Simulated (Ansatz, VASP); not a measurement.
# GaN: VASP and Ansatz over several settings

```
Ga N
1.0
     0.00000    2.13524    2.13524
     2.13524    0.00000    2.13524
     2.13524    2.13524    0.00000
Ga N
1 1
Cartesian
  0.0000 0.0000 0.0000
  2.1352 2.1352 2.1352
```

Single points on this cell with VASP 6.6.1 and Ansatz 0.2.0. Each row is one pair of runs. Alike in all rows: spin: off; k mesh: 11 × 11 × 11; VASP's potentials, cutoff: VASP PAW PBE potentials, release 64 (Ga_d, N), 520 eV.

```tsv
level	smearing	Ansatz's potentials, cutoff	gap on the k mesh at the Fermi level (eV), VASP	gap on the k mesh at the Fermi level (eV), Ansatz	least direct gap on the mesh (eV), VASP	least direct gap on the mesh (eV), Ansatz	pressure (GPa), VASP	pressure (GPa), Ansatz
r2SCAN	fermi-dirac, width 0.05 eV	Ansatz PAW, 500 eV	1.04	1.06	2.92	2.89	-7.4	-8.5
PBE	gaussian, width 0.029 eV	Ansatz PAW, 420 eV	0.54	0.55	2.37	2.36	0.4	-0.3
PBE	gaussian, width 0.03 eV	Ansatz PAW, 420 eV	0.54	0.55	2.37	2.36	0.4	-0.3
PBE	gaussian, width 0.012 eV	Ansatz PAW, 420 eV	0.54	0.55	2.37	2.36	0.4	-0.3
```

Gap on the k mesh at the fermi level (eV): the two programs differ by at most 0.02; least direct gap on the mesh (eV): the two programs differ by at most 0.028; pressure (GPa): the two programs differ by at most 1.04.

Noted on Ansatz's runs: odd divisions of the mesh miss points on the zone boundary, where band edges often lie, so the gap on the mesh can be too wide.
